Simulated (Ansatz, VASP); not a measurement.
# One calculation of Pd, two programs

```xyz
1
Lattice="0.0000 1.9568 1.9568 1.9568 0.0000 1.9568 1.9568 1.9568 0.0000" Properties=species:S:1:pos:R:3 pbc="T T T"
Pd    0.0000    0.0000    0.0000
```

Alike in both runs: task single point; functional r2SCAN; k mesh 23 × 23 × 23; occupations fermi-dirac, width 0.05 eV; collinear spin.

```csv
,VASP,Ansatz
version,VASP 6.6.1,Ansatz 0.2.0
potentials or method,"VASP PAW PBE potentials, release 64 (Pd), cutoff 520 eV","plane waves (500 eV) with PAW, scalar-relativistic"
valence electrons in the cell,10,18
```

Ansatz gave:

```
pressure (GPa)                                                : -0.2
net moment per atom (μB)                                      : 0.41
size of the moment on the site where the two differ most (μB) : 0.44
```

Q: Estimate VASP's values.

A: Pressure (GPa): 0.5; net moment per atom (μB): 0.42; size of the moment on the site where the two differ most (μB): 0.42.

VASP's potentials were made for PBE, not for r2SCAN. Site moments also hang on the region over which each program counts them. VASP's potentials hold 10 valence electrons a cell and Ansatz's 18, so a difference there can come from the potentials and not from the codes. Ansatz's warnings: stability check not made.
